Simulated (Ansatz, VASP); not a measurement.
## One calculation of HfO2, two programs

The input INCAR:

```
SYSTEM = HfO2
PREC = Accurate
ENCUT = 520
EDIFF = 1E-7
ISMEAR = 0
SIGMA = 0.01
LREAL = .False.
LASPH = .True.
NELM = 100
ALGO = Normal
ISIF = 2
LWAVE = .False.
LCHARG = .True.
GGA = PS
LELF = .True.
LVHAR = .True.
NBANDS = 56
```

Contents of KPOINTS:

```
Automatic mesh
0
Gamma
  6 6 6
  0 0 0
```

The input POSCAR:

```
HfO2
1.0
    5.2288996088      0.0000000000      0.0000000000
    0.0000000000      5.0179112762      0.0000000000
    0.0000000000      0.0000000000      5.0422344765
Hf O
4 8
Direct
    0.0279627768      0.2649181887      0.2366174543
    0.4720372234      0.2649181887      0.7366174543
    0.5279627768      0.7350818108      0.2366174543
    0.9720372234      0.7350818108      0.7366174543
    0.3579451859      0.0692947595      0.3825851773
    0.1420548143      0.0692947595      0.8825851773
    0.7440141710      0.4573921840      0.4937973684
    0.7559858293      0.4573921840      0.9937973684
    0.2559858293      0.5426078170      0.9937973684
    0.2440141695      0.5426078170      0.4937973684
    0.8579451859      0.9307052400      0.3825851773
    0.6420548143      0.9307052400      0.8825851773
```

Input for Ansatz:

```yaml
crystal:
  lattice:
    - [5.2288996088, 0.0, 0.0]
    - [0.0, 5.0179112762, 0.0]
    - [0.0, 0.0, 5.0422344765]
  atoms:
    - { symbol: Hf, position: [0.0279627768, 0.2649181887, 0.2366174543] }
    - { symbol: Hf, position: [0.4720372234, 0.2649181887, 0.7366174543] }
    - { symbol: Hf, position: [0.5279627768, 0.7350818108, 0.2366174543] }
    - { symbol: Hf, position: [0.9720372234, 0.7350818108, 0.7366174543] }
    - { symbol: O, position: [0.3579451859, 0.0692947595, 0.3825851773] }
    - { symbol: O, position: [0.1420548143, 0.0692947595, 0.8825851773] }
    - { symbol: O, position: [0.744014171, 0.457392184, 0.4937973684] }
    - { symbol: O, position: [0.7559858293, 0.457392184, 0.9937973684] }
    - { symbol: O, position: [0.2559858293, 0.542607817, 0.9937973684] }
    - { symbol: O, position: [0.2440141695, 0.542607817, 0.4937973684] }
    - { symbol: O, position: [0.8579451859, 0.93070524, 0.3825851773] }
    - { symbol: O, position: [0.6420548143, 0.93070524, 0.8825851773] }
basis:
  ecutwfc: 420
  xc_grid: 2
kpoints:
  mp_grid: { grid: [6, 6, 6] }
hamiltonian:
  xc: pbesol
  pseudopotentials: { kind: paw, azcp: { folder: soft_1 } }
scf:
  occupations: { method: fixed }
output:
  forces: true
  stress: true
  eigenvalues: true
  polarization: {}
```

Change from the starting cell: polar distortion scaled by 0.85.

Alike in both runs: task single point; functional PBEsol; k mesh 6 × 6 × 6; no spin polarisation.

```csv
,VASP,Ansatz
version,VASP 6.6.1,Ansatz 0.2.0
potentials or method,"VASP PAW PBE potentials, release 64 (Hf_pv, O), cutoff 520 eV","scalar-relativistic, plane waves, PAW"
occupations,"gaussian, width 0.01 eV",fixed
valence electrons in the cell,88,152
```

|  | VASP | Ansatz | Ansatz less VASP |
| --- | --- | --- | --- |
| gap on the k mesh at the Fermi level (eV) | 4.22 | 4.26 | +0.046 |
| least direct gap on the mesh (eV) | 4.59 | 4.62 | +0.030 |
| pressure (GPa) | -3.1 | 0.3 | +3.31 |
| traceless stress, the component that is largest in VASP (GPa) | -1.32 | -1.20 | +0.127 |
| rms of the force components (eV/Å) | 0.272 | 0.279 | +0.0064 |

VASP's potentials were made for PBE, not for PBEsol, and Ansatz warns of the same on its side. Atom by atom the forces differ by 0.025 eV/Å (rms over components). VASP's potentials hold 88 valence electrons a cell and Ansatz's 152, so a difference there can come from the potentials and not from the codes.

Spin-orbit coupling is off throughout.
